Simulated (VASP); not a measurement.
# Ta2N (P-3m1) in VASP: single point with LDA

Aim: the single point of Ta2N with LDA.

Program: VASP 6.6.1. These are calculated values, not measurements. Logs are shortened: lines on timing, memory, paths and dates and some standing lists are left out, and cuts for length are marked.

**1. The cell of the first run**

It takes space group P-3m1 (No. 164, trigonal). Conventional cell: a = 3.113 Å, b = 3.113 Å, c = 4.870 Å, α = 90.00°, β = 90.00°, γ = 120.00°. Ta (site symmetry 3m) has 3 N at 2.18 Å within 2.9 Å. N (site symmetry -3m) has 6 Ta at 2.18 Å within 2.9 Å.

**2. Single point, LDA**

Input file INCAR:

```
  PREC = Accurate
  ENCUT = 520
  EDIFF = 1E-7
  ISMEAR = -1
  SIGMA = 0.1
  LREAL = False
  LASPH = True
  NELM = 60
  ALGO = Normal
  ISIF = 2
  LWAVE = False
  LCHARG = True
  GGA = CA
  LELF = True
  LVHAR = True
  NBANDS = 20
```

Input file KPOINTS:

```
Automatic mesh
0
Gamma
  12 12 7
```

Input file POSCAR:

```
Ta2N
1.0
    3.1128620000      0.0000000000      0.0000000000
   -1.5564310000      2.6958175705      0.0000000000
    0.0000000000      0.0000000000      4.8698410000
Ta N
2 1
Direct
    0.6666670000      0.3333330000      0.7452890000
    0.3333330000      0.6666670000      0.2547110000
    0.0000000000      0.0000000000      0.0000000000
```

Potentials or basis: VASP PAW LDA potentials, release 64 (Ta_pv, N).

On the command line:

```sh
$ cat potpaw_LDA.64/Ta_pv/POTCAR potpaw_LDA.64/N/POTCAR > POTCAR
$ mpirun -np 1 vasp_std > vasp.out
```

OUTCAR:

```text
PREC = Accurate
   ENCUT = 520
   EDIFF = 1E-7
   ISMEAR = -1
   LREAL = False
   LASPH = True
   NELM = 60
   ISIF = 2
   GGA = CA

 ion  position               nearest neighbor table
   1  0.667  0.333  0.745-   3 2.18   3 2.18   3 2.18   2 2.99   2 2.99   2 2.99   2 3.06   2 3.06
                             2 3.06
   2  0.333  0.667  0.255-   3 2.18   3 2.18   3 2.18   1 2.99   1 2.99   1 2.99   1 3.06   1 3.06
                             1 3.06
   3  0.000  0.000  0.000-   1 2.18   2 2.18   1 2.18   2 2.18   1 2.18   2 2.18

  LATTYP: Found a hexagonal cell.
 ALAT       =     3.1128620000
 C/A-ratio  =     1.5644255993

  Lattice vectors:

 A1 = (   3.1128620000,   0.0000000000,   0.0000000000)
 A2 = (  -1.5564310000,   2.6958175705,   0.0000000000)
 A3 = (   0.0000000000,   0.0000000000,   4.8698410000)

Analysis of symmetry for initial positions (statically):
=====================================================================
 Subroutine PRICEL returns:
 Original cell was already a primitive cell.

 Routine SETGRP: Setting up the symmetry group for a
 hexagonal supercell.

 Subroutine GETGRP returns: Found 12 space group operations
 (whereof 12 operations were pure point group operations)
 out of a pool of 24 trial point group operations.

The static configuration has the point symmetry D_3d.

Analysis of symmetry for dynamics (positions and initial velocities):
=====================================================================
 Subroutine PRICEL returns:
 Original cell was already a primitive cell.

 Routine SETGRP: Setting up the symmetry group for a
 hexagonal supercell.

 Subroutine GETGRP returns: Found 12 space group operations
 (whereof 12 operations were pure point group operations)
 out of a pool of 24 trial point group operations.

The dynamic configuration has the point symmetry D_3d.

 Subroutine INISYM returns: Found 12 space group operations
 (whereof 12 operations are pure point group operations),
 and found     1 'primitive' translations

----------------------------------------------------------------------------------------

                                     Primitive cell

  volume of cell :      40.8663

  direct lattice vectors                    reciprocal lattice vectors
     3.112862000  0.000000000  0.000000000     0.321247778  0.185472491  0.000000000
[... 77 lines left out ...]
   NGXF,Y,Z  is equivalent  to a cutoff of  25.63, 25.63, 24.58 a.u.
 SYSTEM =  unknown system
   PREC   = accura    normal or accurate (medium, high low for compatibility)
   ISTART =      0    job   : 0-new  1-cont  2-samecut
   ICHARG =      2    charge: 1-file 2-atom 10-const
   ISPIN  =      1    spin polarized calculation?
   LNONCOLLINEAR =      F non collinear calculations
   LSORBIT =      F    spin-orbit coupling
   LASPH  =      T    aspherical Exc in radial PAW
   ENCUT  =  520.0 eV  38.22 Ry    6.18 a.u.   5.79  5.79  9.05*2*pi/ulx,y,z
   NELM   =     60;   NELMIN=  2; NELMDL= -5     # of ELM steps
   EDIFF  = 0.1E-06   stopping-criterion for ELM
   LREAL  =      F    real-space projection
   EDIFFG = 0.1E-05   stopping-criterion for IOM
   NSW    =      0    number of steps for IOM
   IBRION =     -1    ionic relax: 0-MD 1-quasi-New 2-CG
   NFREE  =      0    steps in history (QN), initial steepest desc. (CG)
   ISIF   =      2    stress and relaxation
   ISYM   =      2    0-nonsym 1-usesym 2-fastsym
   POTIM  = 0.5000    time-step for ionic-motion
   TEBEG  =    0.0;   TEEND  =   0.0 temperature during run
   PSTRESS=    0.0 pullay stress
   NELECT =      27.0000    total number of electrons
   NUPDOWN=      -1.0000    fix difference up-down
   EMIN   =  10.00;   EMAX   =-10.00  energy-range for DOS
   EFERMI =   0.00;   METHOD = LEGACY
   ISMEAR =    -1;   SIGMA  =   0.10  broadening in eV -4-tet -1-fermi 0-gaus
   EFERMI_NEDOS =   21; number of points for ismear=-14 and -15
   IALGO  =     38    algorithm
   IMIX   =      4    mixing-type and parameters
     AMIX     =   0.40;   BMIX     =  1.00
     AMIX_MAG =   1.60;   BMIX_MAG =  1.00
  volume/ion in A,a.u.               =      13.62        91.93
  Fermi-wavevector in a.u.,A,eV,Ry     =   1.425852  2.694469 27.661368  2.033053
  Thomas-Fermi vector in A             =   2.546192
   LORBIT       =      0    0 simple, 1 ext, 2 COOP (PROOUT), +10 PAW based schemes
   GGA     = CA    functional components
   LHFCALC =     F    Hartree Fock is set to
   AEXX    =    0.0000 exact exchange contribution
   IVDW    =     0    specifies the selected vdW correction
   LEPSILON=     F    determine dielectric tensor
   LRPA    =     F    only Hartree local field effects (RPA)
 non-spin polarized calculation
  energy-cutoff  :      520.00
  volume of cell :       40.87
 maximum number of plane-waves:      1116
   NGX = 11   NGY = 11   NGZ = 19

 number of electron      26.9999998 magnetization

 Free energy of the ion-electron system (eV)
  ---------------------------------------------------
  ext. energy  EPLUGINS =         0.00000000
  ---------------------------------------------------
  free energy    TOTEN  =       -37.59438994 eV

  energy without entropy =      -37.55267248  energy(sigma->0) =      -37.57353121

 E-fermi :   7.2926     XC(G=0): -13.0467

 val. band max:        7.2912057872   @ k =   0.1667   0.0000   0.2857
 cond. band min:       7.3094235902   @ k =   0.1667   0.0000   0.1429
 fundamental gap:      0.0182178029
 Fermi energy:         7.2926109972

 k-point     1 :       0.0000    0.0000    0.0000
  band No.  band energies     occupation
      1     -28.1683      2.00000
      2     -27.4418      2.00000
      3     -27.4418      2.00000
      4     -27.3139      2.00000
      5     -27.3139      2.00000
      6     -27.1944      2.00000
[... 541 lines left out ...]
     19      10.6906      0.00000
     20      11.2990      0.00000

 [... further k-points ...]
[... 5 lines left out ...]
  --------------------------------------------------------------------------------------
  -------------------------------------------------------------------------------------
  Total       -3.3786342     -3.3786342     -3.3378440      0.0000000      0.0000000      0.0000000
  in kB     -132.4605672   -132.4605672   -130.8613700      0.0000000      0.0000000      0.0000000
  external PRESSURE =    -131.9275015 kB  Pullay stress =       0.0000000 kB

 VOLUME and BASIS-vectors are now :
 -----------------------------------------------------------------------------
  energy-cutoff  :      520.00
  volume of cell :       40.87
      direct lattice vectors                 reciprocal lattice vectors
     3.112862000  0.000000000  0.000000000     0.321247778  0.185472491  0.000000000
    -1.556431000  2.695817571  0.000000000     0.000000000  0.370944982  0.000000000
     0.000000000  0.000000000  4.869841000     0.000000000  0.000000000  0.205345513

 POSITION                                       TOTAL-FORCE (eV/Angst)
 -----------------------------------------------------------------------------------
      1.55643      0.89860      3.62944         0.000000      0.000000      0.444983
     -0.00000      1.79721      1.24040        -0.000000      0.000000     -0.444983
      0.00000      0.00000      0.00000         0.000000      0.000000      0.000000
 -----------------------------------------------------------------------------------
    total drift:                                0.000000     -0.000000      0.000000

  FREE ENERGIE OF THE ION-ELECTRON SYSTEM (eV)
  ---------------------------------------------------
  free  energy   TOTEN  =       -37.5943899355 eV

  energy  without entropy=      -37.5526724777  energy(sigma->0) =      -37.57353121
```

OSZICAR:

```text
N       E                     dE             d eps       ncg     rms          rms(c)
DAV:   1     0.209002502814E+03    0.20900E+03   -0.14996E+04  4480   0.138E+03
DAV:   2    -0.317619421810E+02   -0.24076E+03   -0.23465E+03  5064   0.393E+02
DAV:   3    -0.408138959207E+02   -0.90520E+01   -0.88810E+01  5704   0.683E+01
DAV:   4    -0.409327606670E+02   -0.11886E+00   -0.11807E+00  5544   0.723E+00
DAV:   5    -0.409340572854E+02   -0.12966E-02   -0.12958E-02  5620   0.627E-01    0.261E+01
DAV:   6    -0.380332792519E+02    0.29008E+01   -0.16736E+01  5212   0.248E+01    0.122E+01
DAV:   7    -0.376688529282E+02    0.36443E+00   -0.18819E+00  4980   0.810E+00    0.655E+00
DAV:   8    -0.375991383820E+02    0.69715E-01   -0.29038E-01  5312   0.401E+00    0.418E-01
DAV:   9    -0.375951306403E+02    0.40077E-02   -0.26767E-02  5388   0.100E+00    0.232E-01
DAV:  10    -0.375945396927E+02    0.59095E-03   -0.47346E-03  5284   0.520E-01    0.786E-02
DAV:  11    -0.375944098453E+02    0.12985E-03   -0.12585E-03  5092   0.199E-01    0.341E-02
DAV:  12    -0.375943903275E+02    0.19518E-04   -0.84371E-05  5020   0.613E-02    0.989E-03
DAV:  13    -0.375943903778E+02   -0.50271E-07   -0.21030E-05  5324   0.242E-02    0.505E-03
DAV:  14    -0.375943899604E+02    0.41741E-06   -0.32813E-06  5116   0.114E-02    0.146E-03
DAV:  15    -0.375943899355E+02    0.24808E-07   -0.22053E-07  4160   0.319E-03
   1 F= -.37594390E+02 E0= -.37573531E+02  d E =-.417175E-01
```

Run time: 36 s. Hardware: 1 thread of Intel Xeon Platinum 8488C (Sapphire Rapids), shared host; peak memory 0.2 GiB.

What came out:

```yaml
Free_energy: -37.5944 eV
Pressure: -13.2 GPa
Largest_force: 0.445 eV/Å
```

Forces in eV/Å, atoms in the order of the input:
```
Ta   0.000  0.000  0.445
Ta   0.000  0.000 -0.445
N    0.000  0.000  0.000
```

Caveat: spin-orbit coupling is left out, which moves the levels of the heavy elements.
